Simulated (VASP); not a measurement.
# ZnCu (Cmmm) in VASP: relaxation of cell and atoms with AM05

Aim: the relaxation of cell and atoms of ZnCu with AM05.

Program: VASP 6.6.1. These are calculated values, not measurements. Logs are shortened: lines on timing, memory, paths and dates and some standing lists are left out, and cuts for length are marked.

### 1 The cell of the first run

It takes space group Cmmm (No. 65, orthorhombic). Conventional cell: a = 3.034 Å, b = 4.326 Å, c = 4.222 Å, α = 90.00°, β = 90.00°, γ = 90.00°. Zn (site symmetry mmm) has 8 Cu at 2.60 to 3.02 Å and 6 Zn at 2.64 to 3.03 Å within 3.4 Å. Within 3.4 Å of Cu (site symmetry mmm) lie 8 Zn at 2.60 to 3.02 Å and 6 Cu at 2.64 to 3.03 Å.

### 2 Relaxation of cell and atoms, AM05 (13.85 Å³/atom)

The input, POSCAR:

```
ZnCu
1.0
    1.5172236447     -2.1628832683      0.0000000000
    1.5172236447      2.1628832683      0.0000000000
    0.0000000000      0.0000000000      4.2219577160
Zn Cu
1 1
Direct
    0.5000000000      0.5000000000      0.5000000000
    0.0000000000      0.0000000000      0.0000000000
```

The input, INCAR.step1:

```
SYSTEM = ZnCu
  GGA = AM
  ISMEAR = 1
  SIGMA = 0.05
  LWAVE = .FALSE.
  LCHARG = .FALSE.
  NSW = 80
  PREC = Accurate
  LASPH = .TRUE.
  LREAL = .FALSE.
  ALGO = Normal
  EDIFF = 1E-7
  NELM = 120
  GGA_COMPAT = .FALSE.
  IBRION = 2
  ISIF = 3
  EDIFFG = -0.002
  NELMIN = 4
  ENCUT = 780
  KPAR = 8
  POTIM = 0.5
```

The input, INCAR.step4:

```
SYSTEM = ZnCu
  GGA = AM
  ISMEAR = 1
  SIGMA = 0.05
  LWAVE = .FALSE.
  LCHARG = .FALSE.
  PREC = Accurate
  LASPH = .TRUE.
  LREAL = .FALSE.
  ALGO = Normal
  EDIFF = 1E-7
  NELM = 120
  GGA_COMPAT = .FALSE.
  ISIF = 2
  ENCUT = 780
  KPAR = 8
```

The input, KPOINTS:

```
Automatic mesh
0
Gamma
  15 15 9
  0 0 0
```

Potentials or basis: VASP PAW PBE potentials, release 64 (Zn, Cu).

On the command line:

```sh
cat potpaw_PBE.64/Zn/POTCAR potpaw_PBE.64/Cu/POTCAR > POTCAR
cp INCAR.step1 INCAR
cp POSCAR.step1 POSCAR
mpirun -np 8 vasp_std > vasp.out
cp CONTCAR POSCAR
mpirun -np 8 vasp_std > vasp.out
cp CONTCAR POSCAR
mpirun -np 8 vasp_std > vasp.out
cp CONTCAR POSCAR
cp INCAR.step4 INCAR
mpirun -np 8 vasp_std > vasp.out
```

OUTCAR:

```text
SYSTEM = ZnCu
   GGA = AM
   ISMEAR = 1
   PREC = Accurate
   LASPH = .TRUE.
   LREAL = .FALSE.
   EDIFF = 1E-7
   NELM = 120
   ISIF = 2
   ENCUT = 780

 ion  position               nearest neighbor table
   1  0.500  0.500  0.500-   2 2.55   2 2.55   2 2.55   2 2.55   2 2.55   2 2.55   2 2.55   2 2.55

   2  0.000  0.000  0.000-   1 2.55   1 2.55   1 2.55   1 2.55   1 2.55   1 2.55   1 2.55   1 2.55

  LATTYP: Found a base centered orthorhombic cell.
 ALAT       =     3.8118543378
 B/A-ratio  =     1.0000488457
 C/A-ratio  =     0.8915803478

  Lattice vectors:

 A1 = (  -1.9060202652,  -1.9059271689,   0.0000000000)
 A2 = (   1.9060202652,  -1.9059271689,   0.0000000000)
 A3 = (   0.0000000000,   0.0000000000,   3.3985744164)

Analysis of symmetry for initial positions (statically):
=====================================================================
 Subroutine PRICEL returns:
 Original cell was already a primitive cell.

 Routine SETGRP: Setting up the symmetry group for a
 base centered orthorhombic supercell.

 Subroutine GETGRP returns: Found  8 space group operations
 (whereof  8 operations were pure point group operations)
 out of a pool of  8 trial point group operations.

The static configuration has the point symmetry D_2h.

Analysis of symmetry for dynamics (positions and initial velocities):
=====================================================================
 Subroutine PRICEL returns:
 Original cell was already a primitive cell.

 Routine SETGRP: Setting up the symmetry group for a
 base centered orthorhombic supercell.

 Subroutine GETGRP returns: Found  8 space group operations
 (whereof  8 operations were pure point group operations)
 out of a pool of  8 trial point group operations.

The dynamic configuration has the point symmetry D_2h.

 Subroutine INISYM returns: Found  8 space group operations
 (whereof  8 operations are pure point group operations),
 and found     1 'primitive' translations

----------------------------------------------------------------------------------------

                                     Primitive cell

  volume of cell :      24.6922

  direct lattice vectors                    reciprocal lattice vectors
     1.906020265 -1.905927169  0.000000000     0.262326697 -0.262339510  0.000000000
     1.906020265  1.905927169  0.000000000     0.262326697  0.262339510  0.000000000
     0.000000000  0.000000000  3.398574416     0.000000000  0.000000000  0.294241019

  length of vectors
     2.695453881  2.695453881  3.398574416     0.370995033  0.370995033  0.294241019

  position of ions in fractional coordinates (direct lattice)
     0.500000000  0.500000000  0.500000000
     0.000000000  0.000000000  0.000000000

  ion indices of the primitive-cell ions
   primitive index   ion index
                 1           1
                 2           2

----------------------------------------------------------------------------------------

 KPOINTS: Automatic mesh

Automatic generation of k-mesh.
 Grid dimensions read from file:
 generate k-points for:   15   15    9

 Generating k-lattice:

  Cartesian coordinates                     Fractional coordinates (reciprocal lattice)
     0.017488446 -0.017489301  0.000000000     0.066666667 -0.000000000  0.000000000
     0.017488446  0.017489301  0.000000000    -0.000000000  0.066666667  0.000000000
     0.000000000  0.000000000  0.032693447     0.000000000  0.000000000  0.111111111

  Length of vectors
     0.024733002  0.024733002  0.032693447

  Shift w.r.t. Gamma in fractional coordinates (k-lattice)
     0.000000000  0.000000000  0.000000000

 Subroutine IBZKPT returns following result:
 ===========================================

 Found    320 irreducible k-points:

 Following reciprocal coordinates:
            Coordinates               Weight
  0.000000  0.000000  0.000000      1.000000
  0.066667 -0.000000  0.000000      4.000000
  0.133333  0.000000  0.000000      4.000000
  0.200000 -0.000000  0.000000      4.000000
  0.266667  0.000000  0.000000      4.000000
  0.333333 -0.000000  0.000000      4.000000
[... 16 lines left out ...]
  0.133333  0.133333  0.000000      2.000000
  0.200000  0.133333  0.000000      4.000000
 [... further k-points ...]
   k-points           NKPTS =    320   k-points in BZ     NKDIM =    320   number of bands    NBANDS=     15
   number of dos      NEDOS =    301   number of ions     NIONS =      2
   total plane-waves  NPLWV =  25088
   dimension x,y,z NGX =    28 NGY =   28 NGZ =   32
   dimension x,y,z NGXF=    56 NGYF=   56 NGZF=   64
   ions per type =               1   1
   NGX,Y,Z   is equivalent  to a cutoff of  17.27, 17.27, 15.65 a.u.
   NGXF,Y,Z  is equivalent  to a cutoff of  34.54, 34.54, 31.31 a.u.
 SYSTEM =  ZnCu
   PREC   = accura    normal or accurate (medium, high low for compatibility)
   ISTART =      0    job   : 0-new  1-cont  2-samecut
   ICHARG =      2    charge: 1-file 2-atom 10-const
   ISPIN  =      1    spin polarized calculation?
   LNONCOLLINEAR =      F non collinear calculations
   LSORBIT =      F    spin-orbit coupling
   LASPH  =      T    aspherical Exc in radial PAW
   ENCUT  =  780.0 eV  57.33 Ry    7.57 a.u.   6.14  6.14  7.74*2*pi/ulx,y,z
   NELM   =    120;   NELMIN=  2; NELMDL=  0     # of ELM steps
   EDIFF  = 0.1E-06   stopping-criterion for ELM
   LREAL  =      F    real-space projection
   EDIFFG = 0.1E-05   stopping-criterion for IOM
   NSW    =      0    number of steps for IOM
   IBRION =     -1    ionic relax: 0-MD 1-quasi-New 2-CG
   NFREE  =      0    steps in history (QN), initial steepest desc. (CG)
   ISIF   =      2    stress and relaxation
   ISYM   =      2    0-nonsym 1-usesym 2-fastsym
   POTIM  = 0.5000    time-step for ionic-motion
   TEBEG  =    0.0;   TEEND  =   0.0 temperature during run

   SCALEE = 1.0000    scale energy and forces
   PSTRESS=    0.0 pullay stress
   NELECT =      23.0000    total number of electrons
   NUPDOWN=      -1.0000    fix difference up-down
   EMIN   =  10.00;   EMAX   =-10.00  energy-range for DOS
   EFERMI =   0.00;   METHOD = LEGACY
   ISMEAR =     1;   SIGMA  =   0.05  broadening in eV -4-tet -1-fermi 0-gaus
   EFERMI_NEDOS =   21; number of points for ismear=-14 and -15
   IALGO  =     38    algorithm
   IMIX   =      4    mixing-type and parameters
     AMIX     =   0.40;   BMIX     =  1.00
     AMIX_MAG =   1.60;   BMIX_MAG =  1.00
  volume/ion in A,a.u.               =      12.35        83.32
  Fermi-wavevector in a.u.,A,eV,Ry     =   1.598811  3.021316 34.779185  2.556198
  Thomas-Fermi vector in A             =   2.696203
   LORBIT       =      0    0 simple, 1 ext, 2 COOP (PROOUT), +10 PAW based schemes
   GGA     = AM    functional components
   LHFCALC =     F    Hartree Fock is set to
   AEXX    =    0.0000 exact exchange contribution
   IVDW    =     0    specifies the selected vdW correction
   LEPSILON=     F    determine dielectric tensor
   LRPA    =     F    only Hartree local field effects (RPA)

   CSHIFT  =0.1000    complex shift for real part using Kramers Kronig

   OMEGAMAX=  -1.0    maximum frequency
 non-spin polarized calculation
 Methfessel and Paxton  Order N= 1 SIGMA  =   0.05
  energy-cutoff  :      780.00
  volume of cell :       24.69
 maximum number of plane-waves:      1244
 NGX is ok and might be reduce to    28
   NGX = 13   NGY = 13   NGZ = 15

 number of electron      22.9999988 magnetization

 Free energy of the ion-electron system (eV)
  ---------------------------------------------------
  ext. energy  EPLUGINS =         0.00000000
  ---------------------------------------------------
  free energy    TOTEN  =        -5.65214068 eV

  energy without entropy =       -5.65222874  energy(sigma->0) =       -5.65217003

 E-fermi :   5.7363     XC(G=0): -12.7423

 val. band max:        5.6796284143   @ k =   0.4667   0.3333   0.2222
 cond. band min:       5.7527212216   @ k =  -0.4000   0.2667   0.0000
 fundamental gap:      0.0730928073
 Fermi energy:         5.7362745625

 k-point     1 :       0.0000    0.0000    0.0000
  band No.  band energies     occupation
      1      -4.9351      2.00000
      2      -2.3775      2.00000
      3      -2.3046      2.00000
      4      -1.5348      2.00000
      5      -1.5348      2.00000
      6      -1.3101      2.00000
      7       1.7972      2.00000
      8       2.0057      2.00000
      9       2.9324      2.00000
     10       2.9324      2.00000
     11       3.1529      2.00000
     12       7.3651      0.00000
     13      12.5941      0.00000
     14      15.0772      0.00000
     15      15.0774      0.00000

 k-point     2 :       0.0667   -0.0000    0.0000
  band No.  band energies     occupation
      1      -4.8384      2.00000
      2      -2.3582      2.00000
      3      -2.2833      2.00000
      4      -1.5548      2.00000
      5      -1.5296      2.00000
      6      -1.3236      2.00000
      7       1.8137      2.00000
      8       2.0157      2.00000
      9       2.8580      2.00000
     10       2.9296      2.00000
     11       3.1266      2.00000
     12       7.5501      0.00000
     13      12.6376      0.00000
     14      14.0154      0.00000
     15      15.2133      0.00000

 k-point     3 :       0.1333    0.0000    0.0000
  band No.  band energies     occupation
      1      -4.5519      2.00000
      2      -2.3097      2.00000
      3      -2.2145      2.00000
      4      -1.6108      2.00000
      5      -1.5147      2.00000
      6      -1.3615      2.00000
      7       1.8490      2.00000
      8       2.0541      2.00000
      9       2.6700      2.00000
     10       2.9219      2.00000
     11       3.0535      2.00000
     12       8.0686      0.00000
     13      12.0116      0.00000
     14      12.7893      0.00000
     15      15.6148      0.00000

 k-point     4 :       0.2000   -0.0000    0.0000
  band No.  band energies     occupation
      1      -4.0878      2.00000
      2      -2.2455      2.00000
      3      -2.0956      2.00000
      4      -1.6919      2.00000
      5      -1.4927      2.00000
      6      -1.4168      2.00000
      7       1.8749      2.00000
      8       2.1300      2.00000
      9       2.4358      2.00000
     10       2.9103      2.00000
     11       2.9494      2.00000
     12       8.8488      0.00000
     13       9.9349      0.00000
     14      13.0310      0.00000
     15      16.2645      0.00000
[... 307 lines left out ...]
 k-point    22 :      -0.0667    0.0667    0.0000
  band No.  band energies     occupation
      1      -4.7422      2.00000
      2      -2.3369      2.00000
      3      -2.2645      2.00000
      4      -1.5564      2.00000
      5      -1.5437      2.00000
      6      -1.3372      2.00000
      7       1.8326      2.00000
      8       2.0248      2.00000
      9       2.8042      2.00000
     10       2.9149      2.00000
     11       3.0998      2.00000
     12       7.7274      0.00000
     13      12.6822      0.00000
     14      13.9773      0.00000
     15      14.3103      0.00000

 k-point    23 :       0.1333    0.1333    0.0000
  band No.  band energies     occupation
      1      -4.1764      2.00000
      2      -2.2160      2.00000
      3      -2.1598      2.00000
      4      -1.6186      2.00000
      5      -1.5781      2.00000
      6      -1.4122      2.00000
      7       1.9390      2.00000
      8       2.0859      2.00000
      9       2.5494      2.00000
     10       2.8672      2.00000
     11       2.9494      2.00000
     12       8.6858      0.00000
     13      12.0783      0.00000
     14      12.8229      0.00000
     15      13.0406      0.00000

 k-point    24 :       0.2000    0.1333    0.0000
  band No.  band energies     occupation
      1      -3.7260      2.00000
      2      -2.1418      2.00000
      3      -2.0643      2.00000
      4      -1.6926      2.00000
      5      -1.5794      2.00000
      6      -1.4585      2.00000
      7       1.9981      2.00000
      8       2.1514      2.00000
      9       2.4063      2.00000
     10       2.8449      2.00000
     11       2.8452      2.00000
     12       9.3969      0.00000
     13      10.2795      0.00000
     14      13.0951      0.00000
     15      13.2668      0.00000

 [... further k-points ...]
[... 5 lines left out ...]
  --------------------------------------------------------------------------------------
  -------------------------------------------------------------------------------------
  Total        0.0002429      0.0015117      0.0015057      0.0000000      0.0000000      0.0000000
  in kB        0.0157616      0.0980899      0.0976997      0.0000000      0.0000000      0.0000000
  external PRESSURE =       0.0705171 kB  Pullay stress =       0.0000000 kB

 VOLUME and BASIS-vectors are now :
 -----------------------------------------------------------------------------
  energy-cutoff  :      780.00
  volume of cell :       24.69
      direct lattice vectors                 reciprocal lattice vectors
     1.906020265 -1.905927169  0.000000000     0.262326697 -0.262339510  0.000000000
     1.906020265  1.905927169  0.000000000     0.262326697  0.262339510  0.000000000
     0.000000000  0.000000000  3.398574416     0.000000000  0.000000000  0.294241019

 POSITION                                       TOTAL-FORCE (eV/Angst)
 -----------------------------------------------------------------------------------
      1.90602     -0.00000      1.69929        -0.000000      0.000000      0.000000
      0.00000      0.00000      0.00000         0.000000     -0.000000      0.000000
 -----------------------------------------------------------------------------------
    total drift:                                0.000000      0.000000      0.000000

  FREE ENERGIE OF THE ION-ELECTRON SYSTEM (eV)
  ---------------------------------------------------
  free  energy   TOTEN  =        -5.6521406773 eV

  energy  without entropy=       -5.6522287395  energy(sigma->0) =       -5.65217003
```

It took 9.9 min on 8 MPI ranks of Intel Xeon Platinum 8559C (Emerald Rapids), shared host; peak memory 0.44 GiB.

What came out:

| Property | Result |
| --- | --- |
| Free energy | -5.6521 eV |
| Relaxed volume | 12.35 Å³/atom |
| Relaxed cell | a = 2.695 Å, b = 2.695 Å, c = 3.399 Å, α = 90.00°, β = 90.00°, γ = 90.00° |
| Space group after relaxing (to 0.1 Å) | P4/mmm (No. 123) |
| Energy gained by relaxing | 104.0 meV/atom |
| Ionic steps | 25 |
| Pressure after relaxing | 0.0 GPa |
| Band gap on the k mesh | zero (an odd number of electrons rules out a gap without spin polarisation) |

Step by step:
| step | energy change (eV) | largest force (eV/Å) | pressure (GPa) | volume (Å³) |
| --- | --- | --- | --- | --- |
| 1 | 0.0000 | 0.0000 | -10.94 | 27.71 |
| 2 | -0.1119 | 0.0000 | 0.08 | 24.78 |
| 3 | -0.1153 | 0.0000 | 0.24 | 24.75 |
| 4 | -0.1209 | 0.0000 | -0.53 | 24.89 |
| 5 | -0.1521 | 0.0000 | -2.65 | 25.29 |
| 6 | -0.1798 | 0.0000 | -3.10 | 25.34 |
| 7 | -0.1891 | 0.0000 | -2.99 | 25.29 |
| 8 | -0.1934 | 0.0000 | -1.95 | 25.10 |
| 9 | -0.1936 | 0.0000 | -2.01 | 25.13 |
| 10 | -0.1978 | 0.0000 | -0.50 | 24.80 |
| 11 | -0.1984 | 0.0000 | 0.43 | 24.63 |
| 12 | -0.2011 | 0.0000 | 0.12 | 24.67 |
| 13 | -0.2001 | 0.0000 | -0.73 | 24.84 |
| 14 | -0.2058 | 0.0000 | 0.05 | 24.68 |
| 15 | -0.2066 | 0.0000 | -0.02 | 24.70 |
| 16 | -0.2067 | 0.0000 | -0.17 | 24.73 |
| 17 | -0.2068 | 0.0000 | 0.12 | 24.67 |
| 18 | -0.2068 | 0.0000 | 0.07 | 24.68 |
| 19 | -0.2068 | 0.0000 | -0.03 | 24.70 |
| 20 | -0.2068 | 0.0000 | 0.02 | 24.69 |
| 21 | -0.2080 | 0.0000 | 0.01 | 24.69 |
| 22 | -0.2080 | 0.0000 | 0.01 | 24.69 |
| 23 | -0.2080 | 0.0000 | 0.00 | 24.70 |
| 24 | -0.2080 | 0.0000 | -0.01 | 24.70 |
| 25 | -0.2080 | 0.0000 | 0.01 | 24.69 |

Final structure:
```cif
data_structure
_symmetry_space_group_name_H-M 'P 1'
_symmetry_Int_Tables_number 1
_cell_length_a 2.6955
_cell_length_b 2.6955
_cell_length_c 3.3986
_cell_angle_alpha 90.000
_cell_angle_beta 90.000
_cell_angle_gamma 89.997
_cell_volume 24.69
loop_
_atom_site_label
_atom_site_type_symbol
_atom_site_fract_x
_atom_site_fract_y
_atom_site_fract_z
_atom_site_occupancy
Zn1 Zn 0.50000 0.50000 0.50000 1
Cu1 Cu 0.00000 0.00000 0.00000 1
```

Caveat: a cell axis changed by over 15 % at a fixed basis, so the end point is rough; the PAW data sets were made with another functional, which shifts forces and pressure a little.

The gap in the log of VASP goes by the Fermi energy; the results here count the filled bands.